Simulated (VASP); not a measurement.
NiO2:

```xyz
3
Lattice="2.7845 0.0000 0.0000 -1.3923 2.4115 0.0000 0.0000 0.0000 4.8789" Properties=species:S:1:pos:R:3 pbc="T T T"
Ni    0.0000    0.0000    2.4395
O     1.3923    0.8038    3.3723
O     0.0000    1.6076    1.5066
```

Base run:

* Program: VASP 6.6.1
* Functional: PBEsol
* Potentials or basis: VASP PAW PBE potentials, release 64 (Ni_sv_GW, O)
* Cutoff: 600 eV
* k mesh: 12 × 12 × 6
* Occupations: gaussian, width 0.05 eV
* Spin: no spin polarisation

Its results: band gap on the k mesh 1.03 eV, indirect (least direct gap 1.27 eV); pressure -1.0 GPa; largest force 0.040 eV/Å.

Question: The run is repeated on the same cell with these changes: potentials or basis from VASP PAW PBE potentials, release 64 (Ni_sv_GW, O) to VASP PAW PBE potentials, release 64 (Ni, O); cutoff from 600 eV to 520 eV; further incar settings from ALGO = Normal; EDIFF = 1e-06; NBANDS = 22 to ALGO = Normal; EDIFF = 1e-06; NBANDS = 18; valence electrons from 30 to 22. What comes out?

Answer: Band gap on the k mesh 1.02 eV, indirect (least direct gap 1.25 eV); pressure 0.7 GPa; largest force 0.067 eV/Å.

Caveats: the PAW data sets were made with another functional, which shifts forces and pressure a little.

A k mesh can miss the band edges.
